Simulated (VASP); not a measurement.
Runs of VASP 6.6.1 on Ge. The structure is that of space group Cmce (No. 64), or close to it. The cells are those of the table. 

```tsv
task	cell	k mesh	cutoff (eV)	gap on the mesh (eV)	pressure (GPa)	largest force (eV/Å)
single point	a = 4.446, b = 4.446, c = 4.539 Å, angles 90.0, 90.0, 118.9°, 4 atoms	6 × 6 × 4	520	none	9.7	(a)
single point	a = 4.884, b = 4.884, c = 4.072 Å, angles 90.0, 90.0, 117.9°, 4 atoms	10 × 10 × 10	520	none	(b)	-
single point	a = 4.928, b = 4.928, c = 4.042 Å, angles 90.0, 90.0, 118.7°, 4 atoms	6 × 6 × 4	520	none	0.3	0.04
relaxation of cell and atoms	relaxed from a = 4.446, b = 4.446, c = 4.539 Å, angles 90.0, 90.0, 118.9°, 4 atoms	6 × 6 × 4	600	none	0.0	0.01
```

Alike in all rows: level PBE; potentials or basis VASP PAW PBE potentials, release 64 (Ge_d); no spin polarisation; smearing gaussian 0.1 eV.

Problem. Estimate the missing entries.

Solution. (a) 0.28; (b) -0.1.

Caveats: some runs use coarse meshes; the relaxation stopped at a loose force limit of 0.05 eV/Å, so its end isn't a converged minimum (some runs).

A k mesh can miss the band edges, and the runs leave out spin-orbit coupling on Ge.

A gap of «none» marks levels without a gap at the run's occupations.
